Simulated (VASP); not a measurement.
Input of a VASP 6.6.1 run:

INCAR

```
PREC = Accurate ; ENCUT = 500
EDIFF = 1E-6 ; ISMEAR = 0
SIGMA = 0.01 ; LREAL = False
LASPH = True ; NELM = 120
ALGO = Normal ; ISIF = 2
LWAVE = False ; LCHARG = False
GGA = PE ; NBANDS = 15
GGA_COMPAT = False
```

Contents of KPOINTS:

```
regular mesh
0
Gamma
  6 6 6
```

Contents of POSCAR:

```
CaS
1.0
    0.0000000000      2.8271813492      2.8271813492
    2.8271813492      0.0000000000      2.8271813492
    2.8271813492      2.8271813492      0.0000000000
Ca S
1 1
Direct
    0.0000000000      0.0000000000      0.0000000000
    0.5000000000      0.5000000000      0.5000000000
```

Potentials or basis: VASP PAW PBE potentials, release 64 (Ca_sv, S).

Command:

```sh
$ cat potpaw_PBE.64/Ca_sv/POTCAR potpaw_PBE.64/S/POTCAR > POTCAR
$ mpirun -np 1 vasp_std > vasp.out
```

(1) Estimate the band gap on the k mesh.

(2) What does it give for the pressure?

Results:

(1) 2.31 eV, indirect (least direct gap 3.13 eV).

(2) 2.0 GPa.
